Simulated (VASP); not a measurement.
# Ir (Im-3m) in VASP: notebook

Ir is run at these levels: LDA; tasks: single point.

Everything below comes from runs of VASP 6.6.1. Logs are shortened: lines on timing, memory, paths and dates and some standing lists are left out, and cuts for length are marked.

## (1) The cell of the first run

The structure is cubic, space group Im-3m (No. 229). Conventional cell: a = 2.933 Å, b = 2.933 Å, c = 2.933 Å, α = 90.00°, β = 90.00°, γ = 90.00°. Ir (site symmetry m-3m) has 14 Ir at 2.54 to 2.93 Å within 3.4 Å.

This isn't the form of Ir at room conditions, which is fcc.

## (2) Single point, LDA (12.62 Å³/atom)

Contents of INCAR:

```
SYSTEM = Ir
PREC     = Accurate       ! precision mode
ENCUT    = 520            ! plane-wave cutoff, eV
EDIFF    = 1E-6           ! SCF threshold, eV
ISMEAR   = -1             ! smearing method
SIGMA    = 0.08           ! smearing width, eV
LREAL    = .FALSE.        ! projectors in reciprocal space
LASPH    = .TRUE.         ! aspherical terms in the spheres
NELM     = 60             ! most SCF steps
ALGO     = Normal         ! electronic algorithm
ISIF     = 2              ! what is computed and relaxed
LWAVE    = .FALSE.        ! write WAVECAR
LCHARG   = .FALSE.        ! write CHGCAR
GGA      = CA             ! functional
NBANDS   = 10             ! bands
```

Contents of KPOINTS:

```
Automatic mesh
0
G
  20 20 20
  0 0 0
```

Contents of POSCAR:

```
Ir
1.0
   -1.4664938561      1.4664938561      1.4664938561
    1.4664938561     -1.4664938561      1.4664938561
    1.4664938561      1.4664938561     -1.4664938561
Ir
1
Direct
    0.0000000000      0.0000000000      0.0000000000
```

Potentials or basis: VASP PAW LDA potentials, release 64 (Ir).

On the command line:

```bash
$ cat potpaw_LDA.64/Ir/POTCAR > POTCAR
$ mpirun -np 1 vasp_std > vasp.out
```

OUTCAR:

```text
SYSTEM = Ir
   PREC = Accurate
   ENCUT = 520
   EDIFF = 1E-6
   ISMEAR = -1
   LREAL = .FALSE.
   LASPH = .TRUE.
   NELM = 60
   ISIF = 2
   GGA = CA

 ion  position               nearest neighbor table
   1  0.000  0.000  0.000-

  LATTYP: Found a body centered cubic cell.
 ALAT       =     2.9329877122

  Lattice vectors:

 A1 = (  -1.4664938561,   1.4664938561,   1.4664938561)
 A2 = (   1.4664938561,  -1.4664938561,   1.4664938561)
 A3 = (   1.4664938561,   1.4664938561,  -1.4664938561)

Analysis of symmetry for initial positions (statically):
=====================================================================
 Subroutine PRICEL returns:
 Original cell was already a primitive cell.

 Routine SETGRP: Setting up the symmetry group for a
 body centered cubic supercell.

 Subroutine GETGRP returns: Found 48 space group operations
 (whereof 48 operations were pure point group operations)
 out of a pool of 48 trial point group operations.

The static configuration has the point symmetry O_h .

Analysis of symmetry for dynamics (positions and initial velocities):
=====================================================================
 Subroutine PRICEL returns:
 Original cell was already a primitive cell.

 Routine SETGRP: Setting up the symmetry group for a
 body centered cubic supercell.

 Subroutine GETGRP returns: Found 48 space group operations
 (whereof 48 operations were pure point group operations)
 out of a pool of 48 trial point group operations.

The dynamic configuration has the point symmetry O_h .

 Subroutine INISYM returns: Found 48 space group operations
 (whereof 48 operations are pure point group operations),
 and found     1 'primitive' translations

----------------------------------------------------------------------------------------

                                     Primitive cell

  volume of cell :      12.6154

  direct lattice vectors                    reciprocal lattice vectors
    -1.466493856  1.466493856  1.466493856     0.000000000  0.340949263  0.340949263
     1.466493856 -1.466493856  1.466493856     0.340949263  0.000000000  0.340949263
     1.466493856  1.466493856 -1.466493856     0.340949263  0.340949263  0.000000000

  length of vectors
     2.540041868  2.540041868  2.540041868     0.482175072  0.482175072  0.482175072

  position of ions in fractional coordinates (direct lattice)
     0.000000000  0.000000000  0.000000000

  ion indices of the primitive-cell ions
   primitive index   ion index
[... 72 lines left out ...]
   NELM   =     60;   NELMIN=  2; NELMDL= -5     # of ELM steps
   EDIFF  = 0.1E-05   stopping-criterion for ELM
   LREAL  =      F    real-space projection
   EDIFFG = 0.1E-04   stopping-criterion for IOM
   NSW    =      0    number of steps for IOM
   IBRION =     -1    ionic relax: 0-MD 1-quasi-New 2-CG
   NFREE  =      0    steps in history (QN), initial steepest desc. (CG)
   ISIF   =      2    stress and relaxation
   ISYM   =      2    0-nonsym 1-usesym 2-fastsym
   POTIM  = 0.5000    time-step for ionic-motion
   TEBEG  =    0.0;   TEEND  =   0.0 temperature during run
   PSTRESS=    0.0 pullay stress
   NELECT =       9.0000    total number of electrons
   NUPDOWN=      -1.0000    fix difference up-down
   EMIN   =  10.00;   EMAX   =-10.00  energy-range for DOS
   EFERMI =   0.00;   METHOD = LEGACY
   ISMEAR =    -1;   SIGMA  =   0.08  broadening in eV -4-tet -1-fermi 0-gaus
   EFERMI_NEDOS =   21; number of points for ismear=-14 and -15
   IALGO  =     38    algorithm
   IMIX   =      4    mixing-type and parameters
     AMIX     =   0.40;   BMIX     =  1.00
     AMIX_MAG =   1.60;   BMIX_MAG =  1.00
  volume/ion in A,a.u.               =      12.62        85.13
  Fermi-wavevector in a.u.,A,eV,Ry     =   1.462813  2.764315 29.114037  2.139821
  Thomas-Fermi vector in A             =   2.578982
   LORBIT       =      0    0 simple, 1 ext, 2 COOP (PROOUT), +10 PAW based schemes
   GGA     = CA    functional components
   LHFCALC =     F    Hartree Fock is set to
   AEXX    =    0.0000 exact exchange contribution
   IVDW    =     0    specifies the selected vdW correction
   LEPSILON=     F    determine dielectric tensor
   LRPA    =     F    only Hartree local field effects (RPA)
 non-spin polarized calculation
  energy-cutoff  :      520.00
  volume of cell :       12.62
 maximum number of plane-waves:       370
   NGX =  9   NGY =  9   NGZ =  9

 number of electron       8.9999999 magnetization

 Free energy of the ion-electron system (eV)
  ---------------------------------------------------
  ext. energy  EPLUGINS =         0.00000000
  ---------------------------------------------------
  free energy    TOTEN  =        -9.33711639 eV

  energy without entropy =       -9.29588970  energy(sigma->0) =       -9.31650305

 E-fermi :  12.1699     XC(G=0): -14.7942

 val. band max:       12.1657898980   @ k =  -0.2000   0.2000   0.1000
 cond. band min:      12.1721599866   @ k =   0.4000   0.1000   0.1000
 fundamental gap:      0.0063700886
 Fermi energy:        12.1698646663

 k-point     1 :       0.0000    0.0000    0.0000
  band No.  band energies     occupation
      1       0.0678      2.00000
      2       7.6808      2.00000
      3       7.6808      2.00000
      4       7.6808      2.00000
      5      11.4234      1.99982
      6      11.4234      1.99982
      7      29.0494      0.00000
      8      29.0494      0.00000
      9      29.0494      0.00000
     10      42.0176      0.00000
[... 287 lines left out ...]
 k-point    24 :       0.2500    0.1000    0.0000
  band No.  band energies     occupation
      1       3.4607      2.00000
      2       6.1734      2.00000
      3       7.4801      2.00000
      4      10.6657      2.00000
      5      11.9431      1.88897
      6      12.4474      0.06043
      7      27.2317      0.00000
      8      28.5463      0.00000
      9      33.7636      0.00000
     10      34.6804      0.00000

 [... further k-points ...]
[... 5 lines left out ...]
  --------------------------------------------------------------------------------------
  -------------------------------------------------------------------------------------
  Total        5.2888487      5.2888487      5.2888487     -0.0000000      0.0000000      0.0000000
  in kB      671.6932552    671.6932552    671.6932552     -0.0000000      0.0000000      0.0000000
  external PRESSURE =     671.6932552 kB  Pullay stress =       0.0000000 kB

 VOLUME and BASIS-vectors are now :
 -----------------------------------------------------------------------------
  energy-cutoff  :      520.00
  volume of cell :       12.62
      direct lattice vectors                 reciprocal lattice vectors
    -1.466493856  1.466493856  1.466493856     0.000000000  0.340949263  0.340949263
     1.466493856 -1.466493856  1.466493856     0.340949263  0.000000000  0.340949263
     1.466493856  1.466493856 -1.466493856     0.340949263  0.340949263  0.000000000

 POSITION                                       TOTAL-FORCE (eV/Angst)
 -----------------------------------------------------------------------------------
      0.00000      0.00000      0.00000         0.000000      0.000000     -0.000000
 -----------------------------------------------------------------------------------
    total drift:                                0.000000      0.000000      0.000000

  FREE ENERGIE OF THE ION-ELECTRON SYSTEM (eV)
  ---------------------------------------------------
  free  energy   TOTEN  =        -9.3371163934 eV

  energy  without entropy=       -9.2958896985  energy(sigma->0) =       -9.31650305
```

OSZICAR:

```text
N       E                     dE             d eps       ncg     rms          rms(c)
DAV:   1     0.495009399535E+02    0.49501E+02   -0.44458E+03  5168   0.838E+02
DAV:   2    -0.888749092024E+01   -0.58388E+02   -0.56060E+02  5278   0.204E+02
DAV:   3    -0.977394298399E+01   -0.88645E+00   -0.88168E+00  5832   0.306E+01
DAV:   4    -0.978299290471E+01   -0.90499E-02   -0.90475E-02  6034   0.284E+00
DAV:   5    -0.978316079216E+01   -0.16789E-03   -0.16788E-03  6078   0.365E-01    0.230E+01
DAV:   6    -0.943797515871E+01    0.34519E+00   -0.43655E-01  5762   0.823E+00    0.111E+01
DAV:   7    -0.934301577694E+01    0.94959E-01   -0.21341E-01  6872   0.516E+00    0.168E+00
DAV:   8    -0.933911031679E+01    0.39055E-02   -0.12357E-02  5650   0.175E+00    0.124E+00
DAV:   9    -0.933711699542E+01    0.19933E-02   -0.11618E-03  5656   0.527E-01    0.602E-02
DAV:  10    -0.933711639342E+01    0.60199E-06   -0.49163E-06  6490   0.211E-02
   1 F= -.93371164E+01 E0= -.93165030E+01  d E =-.412267E-01
```

stdout:

```text
POSCAR found type information on POSCAR Ir
 POSCAR found :  1 types and       1 ions
 scaLAPACK will be used
 LDA part: xc-table for (Slater(with rela. corr.)+CA(PZ))
 , standard interpolation
 POSCAR, INCAR and KPOINTS ok, starting setup
 FFT: planning ... GRIDC
 FFT: planning ... GRID_SOFT
 FFT: planning ... GRID
 WAVECAR not read
 entering main loop
```

Run time: 30 s. Hardware: 1 thread of Intel Xeon 8259CL, shared host; peak memory 0.15 GiB.

Results:

```yaml
Free_energy: -9.3371 eV
Pressure: 67.2 GPa
Band_gap_on_the_k_mesh: zero (an odd number of electrons rules out a gap without spin polarisation)
```

Caveat: the cell stands under pressure; spin-orbit coupling is left out, which moves the levels of the heavy elements.

(Continued in part 2 of 2.)
